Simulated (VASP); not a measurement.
# BN (P6_3/mmc) in VASP: further runs

BN is run at these levels: PBE; tasks: single point, vibrations by perturbation theory.

Program: VASP 6.6.1. These are calculated values, not measurements. Logs are shortened: lines on timing, memory, paths and dates and some standing lists are left out, and cuts for length are marked.

## (1) The cell of the first run

It takes space group P6_3/mmc (No. 194, hexagonal). The conventional cell has a = 2.512 Å, b = 2.512 Å, c = 8.344 Å, α = 90.00°, β = 90.00°, γ = 120.00°. B (site symmetry -6m2) has 3 N at 1.45 Å within 1.9 Å. N (site symmetry -6m2) has 3 B at 1.45 Å within 1.9 Å.

## (2) Single point, PBE

Contents of POSCAR:

```
BN
1.0
    2.5121777594      0.0000000029      0.0000000000
   -1.2560888822      2.1756097570      0.0000000000
    0.0000000000      0.0000000000      8.3440148055
B N
2 2
Direct
    0.3333333333      0.6666666667      0.2500000000
    0.6666666667      0.3333333333      0.7500000000
    0.3333333333      0.6666666667      0.7500000000
    0.6666666667      0.3333333333      0.2500000000
```

Contents of INCAR.step1:

```
  ALGO = Normal
  EDIFF = 1E-7
  ENCUT = 520
  GGA = PE
  ISIF = 2
  ISMEAR = 0
  LASPH = True
  LCHARG = True
  LREAL = False
  LWAVE = False
  NBANDS = 16
  NELM = 100
  PREC = Accurate
  SIGMA = 0.02
```

Contents of KPOINTS.step1:

```
k-points
0
Gamma
  12 12 4
```

Contents of INCAR.step2:

```
  ALGO = Normal
  EDIFF = 1E-7
  ENCUT = 520
  GGA = PE
  ICHARG = 11
  ISIF = 2
  ISMEAR = -5
  LASPH = True
  LCHARG = False
  LORBIT = 11
  LREAL = False
  LWAVE = False
  NEDOS = 1001
  NELM = 100
  PREC = Accurate
  SIGMA = 0.02
```

Contents of KPOINTS.step2:

```
k-points
0
Gamma
  18 18 6
```

Potentials or basis: VASP PAW PBE potentials, release 64 (B, N).

Command:

```bash
> cat potpaw_PBE.64/B/POTCAR potpaw_PBE.64/N/POTCAR > POTCAR
> cp INCAR.step1 INCAR
> cp KPOINTS.step1 KPOINTS
> mpirun -np 1 vasp_std > vasp.out
> cp INCAR.step2 INCAR
> cp KPOINTS.step2 KPOINTS
> mpirun -np 1 vasp_std > vasp.out
```

OUTCAR:

```text
EDIFF = 1E-7
   ENCUT = 520
   GGA = PE
   ICHARG = 11
   ISIF = 2
   ISMEAR = -5
   LASPH = True
   LORBIT = 11
   LREAL = False
   NELM = 100
   PREC = Accurate

 ion  position               nearest neighbor table
   1  0.333  0.667  0.250-   4 1.45   4 1.45   4 1.45
   2  0.667  0.333  0.750-   3 1.45   3 1.45   3 1.45
   3  0.333  0.667  0.750-   2 1.45   2 1.45   2 1.45
   4  0.667  0.333  0.250-   1 1.45   1 1.45   1 1.45

  LATTYP: Found a hexagonal cell.
 ALAT       =     2.5121777594
 C/A-ratio  =     3.3214269071

  Lattice vectors:

 A1 = (   2.5121777594,   0.0000000029,   0.0000000000)
 A2 = (  -1.2560888822,   2.1756097570,   0.0000000000)
 A3 = (   0.0000000000,   0.0000000000,   8.3440148055)

Analysis of symmetry for initial positions (statically):
=====================================================================
 Subroutine PRICEL returns:
 Original cell was already a primitive cell.

 Routine SETGRP: Setting up the symmetry group for a
 hexagonal supercell.

 Subroutine GETGRP returns: Found 24 space group operations
 (whereof 12 operations were pure point group operations)
 out of a pool of 24 trial point group operations.

The static configuration has the point symmetry D_3d.
 The point group associated with its full space group is D_6h.

Analysis of symmetry for dynamics (positions and initial velocities):
=====================================================================
 Subroutine PRICEL returns:
 Original cell was already a primitive cell.

 Routine SETGRP: Setting up the symmetry group for a
 hexagonal supercell.

 Subroutine GETGRP returns: Found 24 space group operations
 (whereof 12 operations were pure point group operations)
 out of a pool of 24 trial point group operations.

The dynamic configuration has the point symmetry D_3d.
 The point group associated with its full space group is D_6h.

 Subroutine INISYM returns: Found 24 space group operations
 (whereof 12 operations are pure point group operations),
 and found     1 'primitive' translations

----------------------------------------------------------------------------------------

                                     Primitive cell

  volume of cell :      45.6044

  direct lattice vectors                    reciprocal lattice vectors
     2.512177759  0.000000003  0.000000000     0.398061003  0.229820628  0.000000000
    -1.256088882  2.175609757  0.000000000    -0.000000001  0.459641255  0.000000000
     0.000000000  0.000000000  8.344014806     0.000000000  0.000000000  0.119846384

  length of vectors
     2.512177759  2.512177759  8.344014806     0.459641255  0.459641255  0.119846384

  position of ions in fractional coordinates (direct lattice)
     0.333333333  0.666666667  0.250000000
     0.666666667  0.333333333  0.750000000
     0.333333333  0.666666667  0.750000000
     0.666666667  0.333333333  0.250000000

  ion indices of the primitive-cell ions
   primitive index   ion index
                 1           1
                 2           2
                 3           3
                 4           4

----------------------------------------------------------------------------------------

 KPOINTS: k-points

Automatic generation of k-mesh.
 Grid dimensions read from file:
 generate k-points for:   18   18    6

 Generating k-lattice:

  Cartesian coordinates                     Fractional coordinates (reciprocal lattice)
     0.022114500  0.012767813  0.000000000     0.055555556  0.000000000  0.000000000
    -0.000000000  0.025535625  0.000000000     0.000000000  0.055555556  0.000000000
     0.000000000  0.000000000  0.019974397     0.000000000  0.000000000  0.166666667

  Length of vectors
     0.025535625  0.025535625  0.019974397

  Shift w.r.t. Gamma in fractional coordinates (k-lattice)
     0.000000000  0.000000000  0.000000000

 TETIRR: Found   1977 inequivalent tetrahedra from    11664

 Subroutine IBZKPT returns following result:
 ===========================================

 Found    148 irreducible k-points:

 Following reciprocal coordinates:
            Coordinates               Weight
  0.000000  0.000000  0.000000      1.000000
  0.055556 -0.000000  0.000000      6.000000
  0.111111 -0.000000  0.000000      6.000000
  0.166667 -0.000000  0.000000      6.000000
  0.222222 -0.000000  0.000000      6.000000
  0.277778  0.000000  0.000000      6.000000
[... 16 lines left out ...]
  0.333333  0.111111  0.000000     12.000000
  0.388889  0.111111  0.000000     12.000000
 [... further k-points ...]
   k-points           NKPTS =    148   k-points in BZ     NKDIM =    148   number of bands    NBANDS=     12
   number of dos      NEDOS =   1001   number of ions     NIONS =      4
   total plane-waves  NPLWV =  25600
   dimension x,y,z NGX =    20 NGY =   20 NGZ =   64
   dimension x,y,z NGXF=    40 NGYF=   40 NGZF=  128
   ions per type =               2   2
   NGX,Y,Z   is equivalent  to a cutoff of  13.24, 13.24, 12.75 a.u.
   NGXF,Y,Z  is equivalent  to a cutoff of  26.47, 26.47, 25.50 a.u.
 SYSTEM =  unknown system
   PREC   = accura    normal or accurate (medium, high low for compatibility)
   ISTART =      0    job   : 0-new  1-cont  2-samecut
   ICHARG =     11    charge: 1-file 2-atom 10-const
   ISPIN  =      1    spin polarized calculation?
   LNONCOLLINEAR =      F non collinear calculations
   LSORBIT =      F    spin-orbit coupling
   LASPH  =      T    aspherical Exc in radial PAW
   ENCUT  =  520.0 eV  38.22 Ry    6.18 a.u.   4.67  4.67 15.51*2*pi/ulx,y,z
   NELM   =    100;   NELMIN=  2; NELMDL=  0     # of ELM steps
   EDIFF  = 0.1E-06   stopping-criterion for ELM
   LREAL  =      F    real-space projection
   EDIFFG = 0.1E-05   stopping-criterion for IOM
   NSW    =      0    number of steps for IOM
   IBRION =     -1    ionic relax: 0-MD 1-quasi-New 2-CG
   NFREE  =      0    steps in history (QN), initial steepest desc. (CG)
   ISIF   =      2    stress and relaxation
   ISYM   =      2    0-nonsym 1-usesym 2-fastsym
   POTIM  = 0.5000    time-step for ionic-motion
   TEBEG  =    0.0;   TEEND  =   0.0 temperature during run
   PSTRESS=    0.0 pullay stress
   NELECT =      16.0000    total number of electrons
   NUPDOWN=      -1.0000    fix difference up-down
   EMIN   =  10.00;   EMAX   =-10.00  energy-range for DOS
   EFERMI =   0.00;   METHOD = LEGACY
   ISMEAR =    -5;   SIGMA  =   0.02  broadening in eV -4-tet -1-fermi 0-gaus
   EFERMI_NEDOS =   21; number of points for ismear=-14 and -15
   IALGO  =     38    algorithm
   IMIX   =      4    mixing-type and parameters
     AMIX     =   0.40;   BMIX     =  1.00
     AMIX_MAG =   1.60;   BMIX_MAG =  1.00
  volume/ion in A,a.u.               =      11.40        76.94
  Fermi-wavevector in a.u.,A,eV,Ry     =   1.154638  2.181950 18.139150  1.333190
  Thomas-Fermi vector in A             =   2.291273
   LORBIT       =     11    0 simple, 1 ext, 2 COOP (PROOUT), +10 PAW based schemes
   GGA     = PE    functional components
   LHFCALC =     F    Hartree Fock is set to
   AEXX    =    0.0000 exact exchange contribution
   IVDW    =     0    specifies the selected vdW correction
   LEPSILON=     F    determine dielectric tensor
   LRPA    =     F    only Hartree local field effects (RPA)
 non-spin polarized calculation
 Fermi weights with tetrahedron method with Bloechl corrections
  energy-cutoff  :      520.00
  volume of cell :       45.60
 maximum number of plane-waves:      1267
 NGX is ok and might be reduce to    20

 number of electron      15.9999998 magnetization

 Free energy of the ion-electron system (eV)
  ---------------------------------------------------
  ext. energy  EPLUGINS =         0.00000000
  ---------------------------------------------------
  free energy    TOTEN  =       -35.20721339 eV

  energy without entropy =      -35.20721339  energy(sigma->0) =      -35.20721339

 E-fermi :   0.6318     XC(G=0):  -8.5797

 val. band max:        0.6021097226   @ k =   0.3333   0.3333   0.5000
 cond. band min:       4.9992641043   @ k =   0.0000   0.0000   0.0000
 fundamental gap:      4.3971543817
 Fermi energy:         0.6318428375

 k-point     1 :       0.0000    0.0000    0.0000
  band No.  band energies     occupation
      1     -17.0288      2.00000
      2     -16.9878      2.00000
      3      -4.8874      2.00000
      4      -4.2850      2.00000
      5      -0.7481      2.00000
      6      -0.7480      2.00000
      7      -0.7452      2.00000
      8      -0.7452      2.00000
      9       4.9993      0.00000
     10       8.3666      0.00000
     11      10.6762      0.00000
     12      12.1144      0.00000

 k-point     2 :       0.0556   -0.0000    0.0000
  band No.  band energies     occupation
      1     -16.9694      2.00000
      2     -16.9289      2.00000
      3      -4.8067      2.00000
      4      -4.2074      2.00000
      5      -1.0016      2.00000
      6      -1.0010      2.00000
      7      -0.8654      2.00000
      8      -0.8624      2.00000
      9       5.1073      0.00000
     10       8.4156      0.00000
     11      10.7888      0.00000
     12      12.0998      0.00000

 k-point     3 :       0.1111   -0.0000    0.0000
  band No.  band energies     occupation
      1     -16.7929      2.00000
      2     -16.7535      2.00000
      3      -4.5659      2.00000
      4      -3.9764      2.00000
      5      -1.7042      2.00000
      6      -1.6996      2.00000
      7      -1.1843      2.00000
      8      -1.1808      2.00000
      9       5.4153      0.00000
     10       8.5462      0.00000
     11      10.9968      0.00000
     12      11.9873      0.00000
[... 286 lines left out ...]
 k-point    23 :       0.3333    0.1111    0.0000
  band No.  band energies     occupation
      1     -14.4253      2.00000
      2     -14.4048      2.00000
      3      -7.1719      2.00000
      4      -7.1636      2.00000
      5      -3.9202      2.00000
      6      -3.9142      2.00000
      7      -1.1963      2.00000
      8      -0.8216      2.00000
      9       6.4399      0.00000
     10       6.7050      0.00000
     11       9.5823      0.00000
     12      11.5490      0.00000

 k-point    24 :       0.3889    0.1111    0.0000
  band No.  band energies     occupation
      1     -14.0086      2.00000
      2     -13.9955      2.00000
      3      -7.8533      2.00000
      4      -7.8437      2.00000
      5      -4.1184      2.00000
      6      -4.1122      2.00000
      7      -0.5273      2.00000
      8      -0.2465      2.00000
      9       5.5912      0.00000
     10       5.9174      0.00000
     11      10.4935      0.00000
     12      11.4880      0.00000

 [... further k-points ...]
[... 5 lines left out ...]
  --------------------------------------------------------------------------------------
  -------------------------------------------------------------------------------------
  Total        0.0354836      0.0354836     -0.0226176      0.0000000      0.0000000      0.0000000
  in kB        1.2466131      1.2466131     -0.7946036      0.0000000      0.0000000      0.0000000
  external PRESSURE =       0.5662076 kB  Pullay stress =       0.0000000 kB

 VOLUME and BASIS-vectors are now :
 -----------------------------------------------------------------------------
  energy-cutoff  :      520.00
  volume of cell :       45.60
      direct lattice vectors                 reciprocal lattice vectors
     2.512177759  0.000000003  0.000000000     0.398061003  0.229820628  0.000000000
    -1.256088882  2.175609757  0.000000000    -0.000000001  0.459641255  0.000000000
     0.000000000  0.000000000  8.344014806     0.000000000  0.000000000  0.119846384

 POSITION                                       TOTAL-FORCE (eV/Angst)
 -----------------------------------------------------------------------------------
     -0.00000      1.45041      2.08600         0.000000      0.000000      0.000000
      1.25609      0.72520      6.25801         0.000000      0.000000      0.000000
     -0.00000      1.45041      6.25801         0.000000     -0.000000     -0.000000
      1.25609      0.72520      2.08600        -0.000000      0.000000      0.000000
 -----------------------------------------------------------------------------------
    total drift:                               -0.000000      0.000000      0.000000

  FREE ENERGIE OF THE ION-ELECTRON SYSTEM (eV)
  ---------------------------------------------------
  free  energy   TOTEN  =       -35.2072133906 eV

  energy  without entropy=      -35.2072133906  energy(sigma->0) =      -35.20721339

 total charge

# of ion       s       p       d       tot
------------------------------------------
    1        0.740   1.414   0.000   2.154
    2        0.740   1.414   0.000   2.154
    3        1.224   2.787   0.000   4.011
    4        1.224   2.787   0.000   4.011
--------------------------------------------------
tot          3.928   8.403   0.000  12.331
```

Run time: 2.1 min. Hardware: 1 thread of Intel Xeon 8259CL, shared host; peak memory 0.2 GiB.

Results:

| Item | Value |
| --- | --- |
| Valence electrons inside the program's atomic spheres | B 2.15; N 4.01 |

Levels at points of the mesh, in eV from the valence-band top:
```tsv
k point	band 4	band 5	band 6	band 7	band 8	band 9	band 10	band 11	band 12
(0.00, 0.00, 0.00)	-4.89	-1.35	-1.35	-1.35	-1.35	4.40	7.76	10.07	11.51
(0.50, 0.00, 0.00)	-8.84	-4.12	-4.12	-1.02	-0.78	4.58	5.01	9.43	9.86
(0.00, 0.00, 0.50)	-5.21	-1.35	-1.35	-1.35	-1.35	5.69	5.69	11.52	11.52
(0.50, 0.00, 0.50)	-8.85	-4.12	-4.12	-0.90	-0.90	4.77	4.77	9.69	9.69
```

Caveat: this functional lacks dispersion, which binds layers or chains, so the pressure and a relaxed spacing across them are unreliable.

(Part 1 of 2 ends here.)
